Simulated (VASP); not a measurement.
BePt:

```xyz
2
Lattice="0.0000 2.3349 2.3349 2.3349 0.0000 2.3349 2.3349 2.3349 0.0000" Properties=species:S:1:pos:R:3 pbc="T T T"
Be    0.0000    0.0000    0.0000
Pt    3.5024    3.5024    3.5024
```

* Program: VASP 6.6.1
* Task: relaxation of cell and atoms
* Functional: PBE
* Potentials or basis: VASP PAW PBE potentials, release 64 (Be, Pt)
* Cutoff: 600 eV
* k mesh: 6 × 6 × 6
* Occupations: gaussian, width 0.1 eV
* Spin: no spin polarisation

At the start: pressure 36.6 GPa; volume 12.73 Å³/atom.

Where does the relaxation end?

Over 3 steps the energy falls by 301.9 meV/atom and the volume is 16.00 Å³/atom (+25.7 %); space group F-43m (No. 216, to 0.05 Å).

Step by step:
| step | energy change (eV) | largest force (eV/Å) | pressure (GPa) | volume (Å³) |
| --- | --- | --- | --- | --- |
| 1 | 0.0000 | 0.0000 | 36.55 | 25.46 |
| 2 | -0.3722 | 0.0000 | -11.17 | 37.73 |
| 3 | -0.6039 | 0.0000 | -0.11 | 32.00 |

Final structure:
```
Be Pt
1.0
     0.00000    2.51986    2.51986
     2.51986    0.00000    2.51986
     2.51986    2.51986    0.00000
Be Pt
1 1
Direct
  0.00000 0.00000 0.00000
  0.75000 0.75000 0.75000
```

Caveat: the k points lie up to 0.36 Å⁻¹ apart in the final cell; the volume moved by over 15 % at a fixed basis, so the end points are rough.
